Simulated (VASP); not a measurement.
# ZnO (P6_3mc) in VASP: single point with PBEsol

Aim: the single point of ZnO with PBEsol.

All numbers are computed with VASP 6.6.1; they aren't measurements. Logs are shortened: lines on timing, memory, paths and dates and some standing lists are left out, and cuts for length are marked.

**What was measured.**

“Electronic structure of alkaline earth and post-transition metal oxides”, 2009, arxiv:0908.1581 quotes, for a bulk crystal of ZnO: band gap 3.37 eV.

The results are compared with them further down.

## 1. The cell of the first run

Symmetry: P6_3mc, No. 186, hexagonal system. The conventional cell has a = 3.249 Å, b = 3.249 Å, c = 5.206 Å, α = 90.00°, β = 90.00°, γ = 120.00°. Within 2.6 Å of Zn (site symmetry 3m) lie 4 O at 1.97 to 1.98 Å. Within 2.6 Å of O (site symmetry 3m) lie 4 Zn at 1.97 to 1.98 Å.

## 2. Single point, PBEsol

The input, INCAR:

```
PREC = Accurate
ENCUT = 1340
EDIFF = 1E-6
ISMEAR = 0
SIGMA = 0.01
LREAL = False
LASPH = True
NELM = 120
ALGO = Normal
ISIF = 2
LWAVE = False
LCHARG = False
GGA = PS
NBANDS = 26
GGA_COMPAT = False
```

The input, KPOINTS:

```
regular mesh
0
Gamma
  6 6 4
```

The input, POSCAR:

```
ZnO
1.0
    3.2493080000      0.0000000000      0.0000000000
   -1.6246540000      2.8139830000      0.0000000000
    0.0000000000      0.0000000000      5.2057090000
Zn O
2 2
Direct
    0.3333333333      0.6666666667      0.5000000000
    0.6666666667      0.3333333333      0.0000000000
    0.6666666667      0.3333333333      0.3790100000
    0.3333333333      0.6666666667      0.8790100000
```

Potentials or basis: VASP PAW PBE potentials, release 64 (Zn, O_h).

Launch:

```bash
$ cat potpaw_PBE.64/Zn/POTCAR potpaw_PBE.64/O_h/POTCAR > POTCAR
$ mpirun -np 1 vasp_std > vasp.out
```

OUTCAR:

```text
PREC = Accurate
   ENCUT = 1340
   EDIFF = 1E-6
   ISMEAR = 0
   LREAL = False
   LASPH = True
   NELM = 120
   ISIF = 2
   GGA = PS

 ion  position               nearest neighbor table
   1  0.333  0.667  0.500-   4 1.97   3 1.98   3 1.98   3 1.98
   2  0.667  0.333  0.000-   3 1.97   4 1.98   4 1.98   4 1.98
   3  0.667  0.333  0.379-   2 1.97   1 1.98   1 1.98   1 1.98
   4  0.333  0.667  0.879-   1 1.97   2 1.98   2 1.98   2 1.98

  LATTYP: Found a hexagonal cell.
 ALAT       =     3.2493080000
 C/A-ratio  =     1.6020977390

  Lattice vectors:

 A1 = (   3.2493080000,   0.0000000000,   0.0000000000)
 A2 = (  -1.6246540000,   2.8139830000,   0.0000000000)
 A3 = (   0.0000000000,   0.0000000000,   5.2057090000)

Analysis of symmetry for initial positions (statically):
=====================================================================
 Subroutine PRICEL returns:
 Original cell was already a primitive cell.

 Routine SETGRP: Setting up the symmetry group for a
 hexagonal supercell.

 Subroutine GETGRP returns: Found 12 space group operations
 (whereof  6 operations were pure point group operations)
 out of a pool of 24 trial point group operations.

The static configuration has the point symmetry C_3v.
 The point group associated with its full space group is C_6v.

Analysis of symmetry for dynamics (positions and initial velocities):
=====================================================================
 Subroutine PRICEL returns:
 Original cell was already a primitive cell.

 Routine SETGRP: Setting up the symmetry group for a
 hexagonal supercell.

 Subroutine GETGRP returns: Found 12 space group operations
 (whereof  6 operations were pure point group operations)
 out of a pool of 24 trial point group operations.

The dynamic configuration has the point symmetry C_3v.
 The point group associated with its full space group is C_6v.

 Subroutine INISYM returns: Found 12 space group operations
 (whereof  6 operations are pure point group operations),
 and found     1 'primitive' translations

----------------------------------------------------------------------------------------

                                     Primitive cell

  volume of cell :      47.5984

  direct lattice vectors                    reciprocal lattice vectors
     3.249308000  0.000000000  0.000000000     0.307757836  0.177684087  0.000000000
    -1.624654000  2.813983000  0.000000000     0.000000000  0.355368174  0.000000000
     0.000000000  0.000000000  5.205709000     0.000000000  0.000000000  0.192096792

  length of vectors
     3.249308000  3.249307764  5.205709000     0.355368148  0.355368174  0.192096792

  position of ions in fractional coordinates (direct lattice)
     0.333333333  0.666666667  0.500000000
     0.666666667  0.333333333  0.000000000
     0.666666667  0.333333333  0.379010000
     0.333333333  0.666666667  0.879010000

  ion indices of the primitive-cell ions
   primitive index   ion index
                 1           1
                 2           2
                 3           3
                 4           4

----------------------------------------------------------------------------------------

 KPOINTS: regular mesh

Automatic generation of k-mesh.
 Grid dimensions read from file:
 generate k-points for:    6    6    4

 Generating k-lattice:

  Cartesian coordinates                     Fractional coordinates (reciprocal lattice)
     0.051292973  0.029614014  0.000000000     0.166666667  0.000000000  0.000000000
     0.000000000  0.059228029  0.000000000     0.000000000  0.166666667  0.000000000
     0.000000000  0.000000000  0.048024198     0.000000000  0.000000000  0.250000000

  Length of vectors
     0.059228025  0.059228029  0.048024198

  Shift w.r.t. Gamma in fractional coordinates (k-lattice)
     0.000000000  0.000000000  0.000000000

 Subroutine IBZKPT returns following result:
 ===========================================

 Found     21 irreducible k-points:

 Following reciprocal coordinates:
            Coordinates               Weight
  0.000000  0.000000  0.000000      1.000000
  0.166667  0.000000  0.000000      6.000000
  0.333333  0.000000  0.000000      6.000000
  0.500000  0.000000  0.000000      3.000000
  0.166667  0.166667  0.000000      6.000000
  0.333333  0.166667  0.000000     12.000000
[... 13 lines left out ...]
  0.333333  0.166667  0.500000     12.000000
  0.333333  0.333333  0.500000      2.000000
   k-points           NKPTS =     21   k-points in BZ     NKDIM =     21   number of bands    NBANDS=     26
   number of dos      NEDOS =    301   number of ions     NIONS =      4
   total plane-waves  NPLWV = 102400
   dimension x,y,z NGX =    40 NGY =   40 NGZ =   64
   dimension x,y,z NGXF=    80 NGYF=   80 NGZF=  128
   ions per type =               2   2
   NGX,Y,Z   is equivalent  to a cutoff of  20.47, 20.47, 20.44 a.u.
   NGXF,Y,Z  is equivalent  to a cutoff of  40.93, 40.93, 40.88 a.u.
 SYSTEM =  unknown system
   PREC   = accura    normal or accurate (medium, high low for compatibility)
   ISTART =      0    job   : 0-new  1-cont  2-samecut
   ICHARG =      2    charge: 1-file 2-atom 10-const
   ISPIN  =      1    spin polarized calculation?
   LNONCOLLINEAR =      F non collinear calculations
   LSORBIT =      F    spin-orbit coupling
   LASPH  =      T    aspherical Exc in radial PAW
   ENCUT  = 1340.0 eV  98.49 Ry    9.92 a.u.   9.70  9.70 15.54*2*pi/ulx,y,z
   NELM   =    120;   NELMIN=  2; NELMDL= -5     # of ELM steps
   EDIFF  = 0.1E-05   stopping-criterion for ELM
   LREAL  =      F    real-space projection
   EDIFFG = 0.1E-04   stopping-criterion for IOM
   NSW    =      0    number of steps for IOM
   IBRION =     -1    ionic relax: 0-MD 1-quasi-New 2-CG
   NFREE  =      0    steps in history (QN), initial steepest desc. (CG)
   ISIF   =      2    stress and relaxation
   ISYM   =      2    0-nonsym 1-usesym 2-fastsym
   POTIM  = 0.5000    time-step for ionic-motion
   TEBEG  =    0.0;   TEEND  =   0.0 temperature during run
   PSTRESS=    0.0 pullay stress
   NELECT =      36.0000    total number of electrons
   NUPDOWN=      -1.0000    fix difference up-down
   EMIN   =  10.00;   EMAX   =-10.00  energy-range for DOS
   EFERMI =   0.00;   METHOD = LEGACY
   ISMEAR =     0;   SIGMA  =   0.01  broadening in eV -4-tet -1-fermi 0-gaus
   EFERMI_NEDOS =   21; number of points for ismear=-14 and -15
   IALGO  =     38    algorithm
   IMIX   =      4    mixing-type and parameters
     AMIX     =   0.40;   BMIX     =  1.00
     AMIX_MAG =   1.60;   BMIX_MAG =  1.00
  volume/ion in A,a.u.               =      11.90        80.30
  Fermi-wavevector in a.u.,A,eV,Ry     =   1.491574  2.818667 30.270162  2.224794
  Thomas-Fermi vector in A             =   2.604212
   LORBIT       =      0    0 simple, 1 ext, 2 COOP (PROOUT), +10 PAW based schemes
   GGA     = PS    functional components
   LHFCALC =     F    Hartree Fock is set to
   AEXX    =    0.0000 exact exchange contribution
   IVDW    =     0    specifies the selected vdW correction
   LEPSILON=     F    determine dielectric tensor
   LRPA    =     F    only Hartree local field effects (RPA)
 non-spin polarized calculation
 Gauss-broadening in eV      SIGMA  =   0.01
  energy-cutoff  :     1340.00
  volume of cell :       47.60
 maximum number of plane-waves:      5336
 NGX is ok and might be reduce to    40
   NGX = 19   NGY = 19   NGZ = 31

 number of electron      36.0000001 magnetization

 Free energy of the ion-electron system (eV)
  ---------------------------------------------------
  ext. energy  EPLUGINS =         0.00000000
  ---------------------------------------------------
  free energy    TOTEN  =       -19.42076802 eV

  energy without entropy =      -19.42076802  energy(sigma->0) =      -19.42076802

 E-fermi :   1.4175     XC(G=0): -11.1888

 val. band max:        1.3690923333   @ k =   0.0000   0.0000   0.0000
 cond. band min:       2.0557522011   @ k =   0.0000   0.0000   0.0000
 fundamental gap:      0.6866598678
 Fermi energy:         1.4174755625

 k-point     1 :       0.0000    0.0000    0.0000
  band No.  band energies     occupation
      1     -16.6673      2.00000
      2     -15.9157      2.00000
      3      -4.3359      2.00000
      4      -4.3359      2.00000
      5      -4.3359      2.00000
      6      -4.2967      2.00000
[... 18 lines left out ...]
     25      15.3764      0.00000
     26      15.3764      0.00000

 k-point     2 :       0.1667    0.0000    0.0000
  band No.  band energies     occupation
      1     -16.5179      2.00000
      2     -15.8531      2.00000
      3      -4.4997      2.00000
      4      -4.2554      2.00000
      5      -4.2345      2.00000
      6      -4.1773      2.00000
[... 18 lines left out ...]
     25      15.3530      0.00000
     26      15.5729      0.00000

 k-point     3 :       0.3333    0.0000    0.0000
  band No.  band energies     occupation
      1     -16.1808      2.00000
      2     -15.7497      2.00000
      3      -4.6692      2.00000
      4      -4.3038      2.00000
      5      -4.1263      2.00000
      6      -3.9431      2.00000
[... 18 lines left out ...]
     25      14.6352      0.00000
     26      15.3173      0.00000

 k-point     4 :       0.5000    0.0000    0.0000
  band No.  band energies     occupation
      1     -15.9658      2.00000
      2     -15.7354      2.00000
      3      -4.5902      2.00000
      4      -4.4121      2.00000
      5      -4.0848      2.00000
      6      -3.7310      2.00000
[... 18 lines left out ...]
     25      14.4241      0.00000
     26      15.4660      0.00000
[... 409 lines left out ...]
      1     -16.0200      2.00000
      2     -16.0200      2.00000
      3      -4.7112      2.00000
      4      -4.7112      2.00000
      5      -4.1213      2.00000
      6      -4.1213      2.00000
[... 18 lines left out ...]
     25      14.6861      0.00000
     26      14.6861      0.00000

 k-point    20 :       0.3333    0.1667    0.5000
  band No.  band energies     occupation
      1     -15.8431      2.00000
      2     -15.8431      2.00000
      3      -4.6554      2.00000
      4      -4.6554      2.00000
      5      -4.0000      2.00000
      6      -4.0000      2.00000
[... 18 lines left out ...]
     25      15.4472      0.00000
     26      15.4472      0.00000

 k-point    21 :       0.3333    0.3333    0.5000
  band No.  band energies     occupation
      1     -15.7848      2.00000
      2     -15.7848      2.00000
      3      -4.4079      2.00000
      4      -4.4079      2.00000
      5      -4.1444      2.00000
      6      -4.1444      2.00000
[... 18 lines left out ...]
     25      16.9162      0.00000
     26      16.9163      0.00000

------------------------ aborting loop because EDIFF is reached ----------------------------------------

  FORCE on cell =-STRESS in cart. coord.  units (eV):
  Direction    XX          YY          ZZ          XY          YZ          ZX
  --------------------------------------------------------------------------------------
  -------------------------------------------------------------------------------------
  Total       -0.3627264     -0.3627263      0.1365012      0.0000000      0.0000000     -0.0000000
  in kB      -12.2094882    -12.2094859      4.5946757      0.0000000      0.0000000     -0.0000000
  external PRESSURE =      -6.6080994 kB  Pullay stress =       0.0000000 kB

 VOLUME and BASIS-vectors are now :
 -----------------------------------------------------------------------------
  energy-cutoff  :     1340.00
  volume of cell :       47.60
      direct lattice vectors                 reciprocal lattice vectors
     3.249308000  0.000000000  0.000000000     0.307757836  0.177684087  0.000000000
    -1.624654000  2.813983000  0.000000000     0.000000000  0.355368174  0.000000000
     0.000000000  0.000000000  5.205709000     0.000000000  0.000000000  0.192096792

 POSITION                                       TOTAL-FORCE (eV/Angst)
 -----------------------------------------------------------------------------------
     -0.00000      1.87599      2.60285         0.000000     -0.000000     -0.064625
      1.62465      0.93799      0.00000        -0.000000      0.000000     -0.064625
      1.62465      0.93799      1.97302        -0.000000      0.000000      0.064625
     -0.00000      1.87599      4.57587         0.000000     -0.000000      0.064625
 -----------------------------------------------------------------------------------
    total drift:                                0.000000     -0.000000     -0.000050

  FREE ENERGIE OF THE ION-ELECTRON SYSTEM (eV)
  ---------------------------------------------------
  free  energy   TOTEN  =       -19.4207680184 eV

  energy  without entropy=      -19.4207680184  energy(sigma->0) =      -19.42076802
```

Wall time 97 s (1 thread of Intel Xeon Platinum 8259CL at 2.50GHz (Skylake/Cascade Lake), shared host); peak memory 0.36 GiB.

What came out:

| Item | Value |
| --- | --- |
| Free energy | -19.4208 eV |
| Pressure | -0.7 GPa |
| Largest force | 0.065 eV/Å |
| Band gap on the k mesh | 0.69 eV |

Forces in eV/Å, atoms in the order of the input:
```
Zn   0.000  0.000 -0.065
Zn   0.000  0.000 -0.065
O    0.000  0.000  0.065
O    0.000  0.000  0.065
```

Stress tensor (GPa, compression positive):
```
-1.22  0.00  0.00
 0.00 -1.22  0.00
 0.00  0.00  0.46
```

Caveat: semilocal functionals underestimate gaps, and a narrow one can read as zero; the PAW data sets were made with another functional, which shifts forces and pressure a little.

## 3. Comparison with measurements

Step 2. A measured gap of ZnO is 3.37 eV (quoted in “Electronic structure of alkaline earth and post-transition metal oxides”, 2009, arxiv:0908.1581); the calculated 0.69 eV misses it by -2.68 eV. So large a miss can be the level of theory's own, or it may mean another phase, state or a wrong row. The value is that of PBEsol, without temperature or zero-point motion. Semilocal functionals fall short of measured gaps as a rule.
